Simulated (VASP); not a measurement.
The system is Ca5SiN2.

```
Ca Si N
1.0
     2.37500   -6.70000    0.00000
     2.37500    6.70000    0.00000
     0.00000    0.00000    4.70000
Ca Si N
5 1 2
Direct
  0.00000 0.00000 0.00000
  0.33500 0.66500 0.00000
  0.66500 0.33500 0.00000
  0.16500 0.83500 0.50000
  0.83500 0.16500 0.50000
  0.50000 0.50000 0.50000
  0.83500 0.16500 0.00000
  0.16500 0.83500 0.00000
```

This cell differs from its parent crystal: built by hand: sheared layered antiperovskite (Cmmm, No. 65).

- Program: VASP 6.6.1
- Task: relaxation of cell and atoms
- Functional: PBE
- Potentials or basis: VASP PAW PBE potentials, release 64 (Ca_sv, Si, N)
- Cutoff: 600 eV
- k mesh: 3 × 3 × 3
- Occupations: gaussian, width 0.15 eV
- Spin: no spin polarisation

At the start: pressure 11.7 GPa; volume 18.70 Å³/atom.

**Question.** Where does the relaxation end?

**Answer.** Over 10 steps the energy falls by 170.7 meV/atom and the volume is 22.05 Å³/atom (+17.9 %); space group Cmmm (No. 65, to 0.1 Å) before and after.

Step by step:
```tsv
step	energy change (eV)	largest force (eV/Å)	pressure (GPa)	volume (Å³)
1	0.0000	1.5412	11.71	149.58
2	-0.9703	0.9646	-2.56	181.12
3	-1.0123	1.0682	-0.69	174.85
4	-1.1214	0.8333	-0.45	174.14
5	-1.2574	0.2149	0.36	172.11
6	-1.3218	0.2570	-0.01	173.47
7	-1.3411	0.2979	-0.18	174.64
8	-1.3628	0.1031	0.24	174.08
9	-1.3645	0.0492	0.41	173.87
10	-1.3658	0.0538	-0.39	176.41
```

Final structure:
```yaml
crystal:
  lattice:
    - [2.45685, -7.34256, 0.00000]
    - [2.45685, 7.34256, 0.00000]
    - [0.00000, 0.00000, 4.88950]
  atoms:
    - { symbol: Ca, position: [0.00000, 0.00000, 0.00000] }
    - { symbol: Ca, position: [0.33045, 0.66955, 0.00000] }
    - { symbol: Ca, position: [0.66955, 0.33045, 0.00000] }
    - { symbol: Ca, position: [0.13827, 0.86173, 0.50000] }
    - { symbol: Ca, position: [0.86173, 0.13827, 0.50000] }
    - { symbol: Si, position: [0.50000, 0.50000, 0.50000] }
    - { symbol: N, position: [0.83581, 0.16419, 0.00000] }
    - { symbol: N, position: [0.16419, 0.83581, 0.00000] }
```

Caveat: the k points lie up to 0.45 Å⁻¹ apart in the final cell; the cell differs from its parent crystal (built by hand: sheared layered antiperovskite (Cmmm, No. 65)); the volume moved by over 15 % at a fixed basis, so the end points are rough; the relaxation stopped at a loose force limit of 0.08 eV/Å, so its end isn't a converged minimum.
